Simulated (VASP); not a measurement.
Wanted: the native input for a VASP 6.6.1 run.

```
Task                   : single point
Functional             : PBEsol
Potentials or basis    : VASP PAW PBE potentials, release 64 (Mn_pv, Si)
Cutoff                 : 520 eV
k mesh                 : 14 × 14 × 14
Occupations            : gaussian, width 0.1 eV
Spin                   : collinear spin, ferrimagnetic start
Starting moments       : [2.05, -0.39, -0.39, 0.0] μB
Dipole correction      : no
Further INCAR settings : ALGO = Fast; EDIFF = 1e-06; NBANDS = 34
```

The structure of Mn3Si lies in POSCAR:

```
Mn3Si
1.0
    0.0000000000      2.7001816884      2.7001816884
    2.7001816884      0.0000000000      2.7001816884
    2.7001816884      2.7001816884      0.0000000000
Mn Si
3 1
Direct
    0.5000000000      0.5000000000      0.5000000000
    0.2500000000      0.2500000000      0.2500000000
    0.7500000000      0.7500000000      0.7500000000
    0.0000000000      0.0000000000      0.0000000000
```

These files were run (other wordings do the same):

INCAR

```
SYSTEM = Mn3Si
PREC = Accurate
ENCUT = 520
EDIFF = 1E-6
ISMEAR = 0
SIGMA = 0.1
LREAL = .False.
LASPH = .True.
NELM = 150
ALGO = Fast
ISIF = 2
LWAVE = .False.
LCHARG = .True.
ISPIN = 2
MAGMOM = 2.05 -0.39 -0.39 0
LORBIT = 11
LMAXMIX = 4
GGA = PS
LELF = .True.
LVHAR = .True.
NBANDS = 34
```

KPOINTS

```
Automatic mesh
0
Gamma
  14 14 14
  0 0 0
```

Potentials or basis: VASP PAW PBE potentials, release 64 (Mn_pv, Si).

The run is started by

```bash
$ cat potpaw_PBE.64/Mn_pv/POTCAR potpaw_PBE.64/Si/POTCAR > POTCAR
$ mpirun -np 1 vasp_std > vasp.out
```

Results of the run:

* Pressure: 25.3 GPa
* Net moment: 1.43 μB per cell
* Site moments: Mn +1.66, -0.14; Si +0.02 μB
* Valence electrons inside the program's atomic spheres: Mn 12.15, 12.28; Si 1.74

Caveat: the PAW data sets were made with another functional, which shifts forces and pressure a little.

Run time: 6.3 min on 1 thread of Intel(R) Xeon(R) Platinum 8259CL CPU @ 2.50GHz (Skylake/Cascade Lake), with other jobs on the host, peak memory 0.31 GiB.
